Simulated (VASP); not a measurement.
Write the native input for VASP 6.6.1 that does the following.

```
Task                   : single point
Functional             : PBE
Potentials or basis    : VASP PAW PBE potentials, release 64 (Li_sv, H)
Cutoff                 : 520 eV
k mesh                 : 18 × 18 × 18
Occupations            : gaussian, width 0.1 eV
Spin                   : no spin polarisation
Dipole correction      : no
Further INCAR settings : ALGO = Normal; EDIFF = 1e-07; NBANDS = 10
```

The structure of Li2H lies in POSCAR:

```
Li2H
1.0
   -1.9196372016      1.9196372016      2.9683517990
    1.9196372016     -1.9196372016      2.9683517990
    1.9196372016      1.9196372016     -2.9683517990
Li H
2 1
Direct
    0.7157902942      0.7157902942      0.0000000000
    0.2842097058      0.2842097058      0.0000000000
    0.0000000000      0.0000000000      0.0000000000
```

These files were run (other wordings do the same):

INCAR

```
PREC = Accurate
ENCUT = 520
EDIFF = 1E-7
ISMEAR = 0
SIGMA = 0.1
LREAL = F
LASPH = T
NELM = 100
ALGO = Normal
ISIF = 2
LWAVE = F
LCHARG = F
GGA = PE
NBANDS = 10
```

KPOINTS

```
regular mesh
0
Gamma
  18 18 18
```

Potentials or basis: VASP PAW PBE potentials, release 64 (Li_sv, H).

Launch:

```sh
$ cat potpaw_PBE.64/Li_sv/POTCAR potpaw_PBE.64/H/POTCAR > POTCAR
$ mpirun -np 1 vasp_std > vasp.out
```

It gave:

The largest force is 0.006 eV/Å.

It took 2.1 min on 1 thread of Intel(R) Xeon(R) 6975P-C (Granite Rapids) (shared host), peak memory 0.3 GiB.
